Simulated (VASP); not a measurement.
# Al3SiPd2 (P4/mmm) in VASP: single point with PBE

Aim: the single point of Al3SiPd2 with PBE.

All numbers are computed with VASP 6.6.1; they aren't measurements. Logs are shortened: lines on timing, memory, paths and dates and some standing lists are left out, and cuts for length are marked.

**1. The cell of the first run**

It takes space group P4/mmm (No. 123, tetragonal). The conventional cell has a = 4.477 Å, b = 4.477 Å, c = 4.435 Å, α = 90.00°, β = 90.00°, γ = 90.00°. Within 3.0 Å of Al (site symmetry mmm) lie 2 Si at 2.24 Å and 2 Pd at 2.24 Å. Al (site symmetry 4/mmm) has 2 Si at 2.22 Å within 2.9 Å. Si (site symmetry 4/mmm) has 6 Al at 2.22 to 2.24 Å within 2.9 Å. Within 2.9 Å of Pd (site symmetry 4/mmm) lie 2 Pd at 2.22 Å and 4 Al at 2.24 Å. Within 2.9 Å of Pd (site symmetry 4/mmm) lie 2 Pd at 2.22 Å.

The cell was generated, and may not be a known phase.

**2. Single point, PBE**

INCAR

```
SYSTEM = Al3SiPd2
  PREC = Accurate
  ENCUT = 630
  EDIFF = 1E-6
  ISMEAR = 0
  SIGMA = 0.1
  LREAL = .FALSE.
  LASPH = .TRUE.
  NELM = 120
  ALGO = Normal
  ISIF = 2
  LWAVE = .FALSE.
  LCHARG = .FALSE.
  GGA = PE
  NBANDS = 34
  GGA_COMPAT = .FALSE.
```

KPOINTS

```
Automatic mesh
0
G
  4 4 4
  0 0 0
```

POSCAR

```
Al3SiPd2
1.0
    4.4766117000      0.0000000000      0.0000000000
    0.0000000000      4.4766117000      0.0000000000
    0.0000000000      0.0000000000      4.4352400800
Al Si Pd
3 1 2
Direct
    0.0000000000      0.5000000000      0.5000000000
    0.5000000000      0.0000000000      0.5000000000
    0.0000000000      0.0000000000      0.0000000000
    0.0000000000      0.0000000000      0.5000000000
    0.5000000000      0.5000000000      0.5000000000
    0.5000000000      0.5000000000      0.0000000000
```

Potentials or basis: VASP PAW PBE potentials, release 64 (Al, Si, Pd_sv_GW).

Run with:

```bash
$ cat potpaw_PBE.64/Al/POTCAR potpaw_PBE.64/Si/POTCAR potpaw_PBE.64/Pd_sv_GW/POTCAR > POTCAR
$ mpirun -np 1 vasp_std > vasp.out
```

OUTCAR:

```text
SYSTEM = Al3SiPd2
   PREC = Accurate
   ENCUT = 630
   EDIFF = 1E-6
   ISMEAR = 0
   LREAL = .FALSE.
   LASPH = .TRUE.
   NELM = 120
   ISIF = 2
   GGA = PE

 ion  position               nearest neighbor table
   1  0.000  0.500  0.500-   4 2.24   5 2.24   4 2.24   5 2.24   3 3.15   3 3.15   3 3.15   3 3.15
                             2 3.17   2 3.17   2 3.17   2 3.17
   2  0.500  0.000  0.500-   4 2.24   5 2.24   5 2.24   4 2.24   3 3.15   3 3.15   3 3.15   3 3.15
                             1 3.17   1 3.17   1 3.17   1 3.17
   3  0.000  0.000  0.000-   4 2.22   4 2.22   1 3.15   1 3.15   2 3.15   2 3.15   1 3.15   1 3.15
                             2 3.15   2 3.15
   4  0.000  0.000  0.500-   3 2.22   3 2.22   1 2.24   2 2.24   1 2.24   2 2.24
   5  0.500  0.500  0.500-   6 2.22   6 2.22   1 2.24   2 2.24   2 2.24   1 2.24
   6  0.500  0.500  0.000-   5 2.22   5 2.22

  LATTYP: Found a simple tetragonal cell.
 ALAT       =     4.4766117000
 C/A-ratio  =     0.9907582737

  Lattice vectors:

 A1 = (   4.4766117000,   0.0000000000,   0.0000000000)
 A2 = (   0.0000000000,   4.4766117000,   0.0000000000)
 A3 = (   0.0000000000,   0.0000000000,   4.4352400800)

Analysis of symmetry for initial positions (statically):
=====================================================================
 Subroutine PRICEL returns:
 Original cell was already a primitive cell.

 Routine SETGRP: Setting up the symmetry group for a
 simple tetragonal supercell.

 Subroutine GETGRP returns: Found 16 space group operations
 (whereof 16 operations were pure point group operations)
 out of a pool of 16 trial point group operations.

The static configuration has the point symmetry D_4h.

Analysis of symmetry for dynamics (positions and initial velocities):
=====================================================================
 Subroutine PRICEL returns:
 Original cell was already a primitive cell.

 Routine SETGRP: Setting up the symmetry group for a
 simple tetragonal supercell.

 Subroutine GETGRP returns: Found 16 space group operations
 (whereof 16 operations were pure point group operations)
 out of a pool of 16 trial point group operations.

The dynamic configuration has the point symmetry D_4h.

 Subroutine INISYM returns: Found 16 space group operations
 (whereof 16 operations are pure point group operations),
 and found     1 'primitive' translations

----------------------------------------------------------------------------------------

                                     Primitive cell

  volume of cell :      88.8824

  direct lattice vectors                    reciprocal lattice vectors
     4.476611700  0.000000000  0.000000000     0.223383234  0.000000000  0.000000000
     0.000000000  4.476611700  0.000000000     0.000000000  0.223383234  0.000000000
     0.000000000  0.000000000  4.435240080     0.000000000  0.000000000  0.225466938

  length of vectors
     4.476611700  4.476611700  4.435240080     0.223383234  0.223383234  0.225466938

  position of ions in fractional coordinates (direct lattice)
     0.000000000  0.500000000  0.500000000
     0.500000000  0.000000000  0.500000000
     0.000000000  0.000000000  0.000000000
     0.000000000  0.000000000  0.500000000
     0.500000000  0.500000000  0.500000000
     0.500000000  0.500000000  0.000000000

  ion indices of the primitive-cell ions
   primitive index   ion index
                 1           1
                 2           2
                 3           3
                 4           4
                 5           5
                 6           6

----------------------------------------------------------------------------------------

 KPOINTS: Automatic mesh

Automatic generation of k-mesh.
 Grid dimensions read from file:
 generate k-points for:    4    4    4

 Generating k-lattice:

  Cartesian coordinates                     Fractional coordinates (reciprocal lattice)
     0.055845809  0.000000000  0.000000000     0.250000000  0.000000000  0.000000000
     0.000000000  0.055845809  0.000000000     0.000000000  0.250000000  0.000000000
     0.000000000  0.000000000  0.056366734     0.000000000  0.000000000  0.250000000

  Length of vectors
     0.055845809  0.055845809  0.056366734

  Shift w.r.t. Gamma in fractional coordinates (k-lattice)
     0.000000000  0.000000000  0.000000000

 Subroutine IBZKPT returns following result:
 ===========================================

 Found     18 irreducible k-points:

 Following reciprocal coordinates:
            Coordinates               Weight
  0.000000  0.000000  0.000000      1.000000
  0.250000  0.000000  0.000000      4.000000
  0.500000  0.000000  0.000000      2.000000
  0.250000  0.250000  0.000000      4.000000
  0.500000  0.250000  0.000000      4.000000
  0.500000  0.500000  0.000000      1.000000
[... 10 lines left out ...]
  0.500000  0.250000  0.500000      4.000000
  0.500000  0.500000  0.500000      1.000000
   k-points           NKPTS =     18   k-points in BZ     NKDIM =     18   number of bands    NBANDS=     34
   number of dos      NEDOS =    301   number of ions     NIONS =      6
   total plane-waves  NPLWV =  57600
   dimension x,y,z NGX =    40 NGY =   40 NGZ =   36
   dimension x,y,z NGXF=    80 NGYF=   80 NGZF=   72
   ions per type =               3   1   2
   NGX,Y,Z   is equivalent  to a cutoff of  14.85, 14.85, 13.49 a.u.
   NGXF,Y,Z  is equivalent  to a cutoff of  29.71, 29.71, 26.99 a.u.
 SYSTEM =  Al3SiPd2
   PREC   = accura    normal or accurate (medium, high low for compatibility)
   ISTART =      0    job   : 0-new  1-cont  2-samecut
   ICHARG =      2    charge: 1-file 2-atom 10-const
   ISPIN  =      1    spin polarized calculation?
   LNONCOLLINEAR =      F non collinear calculations
   LSORBIT =      F    spin-orbit coupling
   LASPH  =      T    aspherical Exc in radial PAW
   ENCUT  =  630.0 eV  46.30 Ry    6.80 a.u.   9.16  9.16  9.08*2*pi/ulx,y,z
   NELM   =    120;   NELMIN=  2; NELMDL= -5     # of ELM steps
   EDIFF  = 0.1E-05   stopping-criterion for ELM
   LREAL  =      F    real-space projection
   EDIFFG = 0.1E-04   stopping-criterion for IOM
   NSW    =      0    number of steps for IOM
   IBRION =     -1    ionic relax: 0-MD 1-quasi-New 2-CG
   NFREE  =      0    steps in history (QN), initial steepest desc. (CG)
   ISIF   =      2    stress and relaxation
   ISYM   =      2    0-nonsym 1-usesym 2-fastsym
   POTIM  = 0.5000    time-step for ionic-motion
   TEBEG  =    0.0;   TEEND  =   0.0 temperature during run
   PSTRESS=    0.0 pullay stress
   NELECT =      49.0000    total number of electrons
   NUPDOWN=      -1.0000    fix difference up-down
   EMIN   =  10.00;   EMAX   =-10.00  energy-range for DOS
   EFERMI =   0.00;   METHOD = LEGACY
   ISMEAR =     0;   SIGMA  =   0.10  broadening in eV -4-tet -1-fermi 0-gaus
   EFERMI_NEDOS =   21; number of points for ismear=-14 and -15
   IALGO  =     38    algorithm
   IMIX   =      4    mixing-type and parameters
     AMIX     =   0.40;   BMIX     =  1.00
     AMIX_MAG =   1.60;   BMIX_MAG =  1.00
  volume/ion in A,a.u.               =      14.81        99.97
  Fermi-wavevector in a.u.,A,eV,Ry     =   1.342358  2.536688 24.516660  1.801924
  Thomas-Fermi vector in A             =   2.470518
   LORBIT       =      0    0 simple, 1 ext, 2 COOP (PROOUT), +10 PAW based schemes
   GGA     = PE    functional components
   LHFCALC =     F    Hartree Fock is set to
   AEXX    =    0.0000 exact exchange contribution
   IVDW    =     0    specifies the selected vdW correction
   LEPSILON=     F    determine dielectric tensor
   LRPA    =     F    only Hartree local field effects (RPA)
 non-spin polarized calculation
 Gauss-broadening in eV      SIGMA  =   0.10
  energy-cutoff  :      630.00
  volume of cell :       88.88
 maximum number of plane-waves:      3206
 NGX is ok and might be reduce to    40
   NGX = 19   NGY = 19   NGZ = 19

 number of electron      49.0000004 magnetization

 Free energy of the ion-electron system (eV)
  ---------------------------------------------------
  ext. energy  EPLUGINS =         0.00000000
  ---------------------------------------------------
  free energy    TOTEN  =       -17.32345784 eV

  energy without entropy =      -17.31012936  energy(sigma->0) =      -17.31679360

 E-fermi :   9.3008     XC(G=0): -11.4142

 val. band max:        9.1794716231   @ k =   0.2500   0.2500   0.2500
 cond. band min:       9.3213753324   @ k =   0.5000   0.2500   0.0000
 fundamental gap:      0.1419037093
 Fermi energy:         9.3007628223

 k-point     1 :       0.0000    0.0000    0.0000
  band No.  band energies     occupation
      1     -76.5026      2.00000
      2     -74.9892      2.00000
      3     -42.6698      2.00000
      4     -42.4070      2.00000
      5     -42.4070      2.00000
      6     -40.6299      2.00000
[... 26 lines left out ...]
     33      13.2596      0.00000
     34      14.8875      0.00000

 k-point     2 :       0.2500    0.0000    0.0000
  band No.  band energies     occupation
      1     -76.5025      2.00000
      2     -74.9892      2.00000
      3     -42.6698      2.00000
      4     -42.4089      2.00000
      5     -42.4070      2.00000
      6     -40.6300      2.00000
[... 26 lines left out ...]
     33      16.3128      0.00000
     34      16.8016      0.00000

 k-point     3 :       0.5000    0.0000    0.0000
  band No.  band energies     occupation
      1     -76.5024      2.00000
      2     -74.9892      2.00000
      3     -42.6698      2.00000
      4     -42.4109      2.00000
      5     -42.4070      2.00000
      6     -40.6303      2.00000
[... 26 lines left out ...]
     33      16.0465      0.00000
     34      16.1501      0.00000
[... 482 lines left out ...]
 k-point    17 :       0.5000    0.2500    0.5000
  band No.  band energies     occupation
      1     -76.4926      2.00000
      2     -75.0017      2.00000
      3     -42.4057      2.00000
      4     -42.4038      2.00000
      5     -42.2220      2.00000
      6     -41.1035      2.00000
[... 26 lines left out ...]
     33      15.8678      0.00000
     34      17.3524      0.00000

 k-point    18 :       0.5000    0.5000    0.5000
  band No.  band energies     occupation
      1     -76.4924      2.00000
      2     -75.0016      2.00000
      3     -42.4057      2.00000
      4     -42.4057      2.00000
      5     -42.2221      2.00000
      6     -41.1035      2.00000
[... 26 lines left out ...]
     33      18.0053      0.00000
     34      18.0569      0.00000

------------------------ aborting loop because EDIFF is reached ----------------------------------------

  FORCE on cell =-STRESS in cart. coord.  units (eV):
  Direction    XX          YY          ZZ          XY          YZ          ZX
  --------------------------------------------------------------------------------------
  -------------------------------------------------------------------------------------
  Total       21.4887808     21.4887808     41.4651491      0.0000000      0.0000000     -0.0000000
  in kB      387.3525106    387.3525106    747.4425705      0.0000000      0.0000000     -0.0000000
  external PRESSURE =     507.3825306 kB  Pullay stress =       0.0000000 kB

 VOLUME and BASIS-vectors are now :
 -----------------------------------------------------------------------------
  energy-cutoff  :      630.00
  volume of cell :       88.88
      direct lattice vectors                 reciprocal lattice vectors
     4.476611700  0.000000000  0.000000000     0.223383234  0.000000000  0.000000000
     0.000000000  4.476611700  0.000000000     0.000000000  0.223383234  0.000000000
     0.000000000  0.000000000  4.435240080     0.000000000  0.000000000  0.225466938

 POSITION                                       TOTAL-FORCE (eV/Angst)
 -----------------------------------------------------------------------------------
      0.00000      2.23831      2.21762         0.000000      0.000000      0.000000
      2.23831      0.00000      2.21762         0.000000      0.000000      0.000000
      0.00000      0.00000      0.00000         0.000000      0.000000      0.000000
      0.00000      0.00000      2.21762         0.000000      0.000000      0.000000
      2.23831      2.23831      2.21762         0.000000      0.000000      0.000000
      2.23831      2.23831      0.00000         0.000000      0.000000      0.000000
 -----------------------------------------------------------------------------------
    total drift:                               -0.000000     -0.000000     -0.000000

  FREE ENERGIE OF THE ION-ELECTRON SYSTEM (eV)
  ---------------------------------------------------
  free  energy   TOTEN  =       -17.3234578350 eV

  energy  without entropy=      -17.3101293578  energy(sigma->0) =      -17.31679360
```

Run time: 64 s. Hardware: 1 thread of Intel Xeon 6975P-C (Granite Rapids), shared host; peak memory 0.27 GiB.

What came out:

```
Free energy            : -17.3235 eV
Pressure               : 50.7 GPa
Band gap on the k mesh : zero (an odd number of electrons rules out a gap without spin polarisation)
```

Caveat: the stress differs along the axes, from 39 to 75 GPa.

The gap in the log of VASP goes by the Fermi energy; the results here count the filled bands.